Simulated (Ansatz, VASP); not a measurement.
**One calculation of N, two programs**

INCAR

```
ALGO     = Normal         # electronic algorithm
EDIFF    = 1E-6           # SCF threshold, eV
ENCUT    = 1000           # plane-wave cutoff, eV
GGA      = PE             # functional
GGA_COMPAT= F            
ISIF     = 2              # what is computed and relaxed
ISMEAR   = 0              # smearing method
IVDW     = 12             # dispersion correction
LASPH    = T              # aspherical terms in the spheres
LCHARG   = F              # write CHGCAR
LREAL    = F              # projectors in reciprocal space
LWAVE    = F              # write WAVECAR
NBANDS   = 12             # bands
NELM     = 120            # most SCF steps
NELMDL   = -8           
PREC     = Accurate       # precision mode
SIGMA    = 0.01           # smearing width, eV
```

File KPOINTS:

```
k-points
0
Gamma
  1 1 1
```

POSCAR

```
N
1.0
    9.6000000000      0.0000000000      0.0000000000
    0.0000000000      9.8000000000      0.0000000000
    0.0000000000      0.0000000000     10.0000000000
N
2
Direct
    0.5331225006      0.5324465312      0.5317976006
    0.4668774994      0.4675534688      0.4682023994
```

Input for Ansatz:

```yaml
crystal:
  lattice:
    - [9.6, 0.0, 0.0]
    - [0.0, 9.8, 0.0]
    - [0.0, 0.0, 10.0]
  atoms:
    - { symbol: "N", position: [0.5331225006, 0.5324465312, 0.5317976006] }
    - { symbol: "N", position: [0.4668774994, 0.4675534688, 0.4682023994] }
basis:
  ecutwfc: 420
kpoints:
  mp_grid: { grid: [1, 1, 1] }
hamiltonian:
  xc: pbe
  dispersion: d3bj
scf:
  occupations: { method: gaussian, width: 0.01 }
output:
  forces: true
  eigenvalues: true
```

Alike in both runs: task single point; functional PBE; dispersion D3(BJ); k mesh 1 × 1 × 1; occupations gaussian, width 0.01 eV; no spin polarisation.

|  | VASP | Ansatz |
| --- | --- | --- |
| version | VASP 6.6.1 | Ansatz 0.2.0 |
| potentials or method | VASP PAW PBE potentials, release 64 (N_h), cutoff 1000 eV | scalar-relativistic, plane waves, PAW |
| valence electrons in the cell | 10 | 10 |

Ansatz gave:

| Item | Value |
| --- | --- |
| gap on the k mesh at the Fermi level (eV) | 8.25 |
| rms of the force components (eV/Å) | 0.052 |

Problem. Estimate VASP's values.

Solution. gap on the k mesh at the Fermi level (eV): 8.26; rms of the force components (eV/Å): 0.094.

Atom by atom the forces differ by 0.041 eV/Å (rms over components).
